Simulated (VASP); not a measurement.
Write the native input for VASP 6.6.1 that does the following.

* Task: single point
* Functional: PBEsol
* Potentials or basis: VASP PAW PBE potentials, release 64 (Li_sv, Pt, Se)
* Cutoff: 520 eV
* k mesh: 12 × 12 × 4
* Occupations: gaussian, width 0.1 eV
* Spin: no spin polarisation
* Dipole correction: no
* Further INCAR settings: ALGO = Normal; EDIFF = 1e-06; NBANDS = 35

The structure of LiPtSe2 lies in POSCAR:

```
LiPtSe2
1.0
    3.8445794080      0.0000000000      0.0000000000
   -1.9222897040      3.3295034342      0.0000000000
    0.0000000000      0.0000000000     12.4557862744
Li Pt Se
2 2 4
Direct
    0.0000000000      0.0000000000      0.2500000000
    0.0000000000      0.0000000000      0.7500000000
    0.0000000000      0.0000000000      0.0000000000
    0.0000000000      0.0000000000      0.5000000000
    0.3333333333      0.6666666667      0.1062337055
    0.6666666667      0.3333333333      0.8937662945
    0.6666666667      0.3333333333      0.6062337055
    0.3333333333      0.6666666667      0.3937662945
```

The input as run:

INCAR

```
SYSTEM = LiPtSe2
PREC = Accurate
ENCUT = 520
EDIFF = 1E-6
ISMEAR = 0
SIGMA = 0.1
LREAL = .FALSE.
LASPH = .TRUE.
NELM = 80
ALGO = Normal
ISIF = 2
LWAVE = .FALSE.
LCHARG = .FALSE.
GGA = PS
NBANDS = 35
```

KPOINTS

```
regular mesh
0
G
  12 12 4
  0 0 0
```

Potentials or basis: VASP PAW PBE potentials, release 64 (Li_sv, Pt, Se).

Launch:

```sh
$ cat potpaw_PBE.64/Li_sv/POTCAR potpaw_PBE.64/Pt/POTCAR potpaw_PBE.64/Se/POTCAR > POTCAR
$ mpirun -np 1 vasp_std > vasp.out
```

It gave:

The largest force is 0.355 eV/Å and the band gap on the k mesh is zero (bands 25 and 26 overlap by 1.83 eV).

Caveat: the PAW data sets were made with another functional, which shifts forces and pressure a little; spin-orbit coupling is left out, which moves the levels of the heavy elements.

Run time: 3.5 min on 1 thread of Intel(R) Xeon(R) 6975P-C (Granite Rapids), on a shared host, peak memory 0.44 GiB.
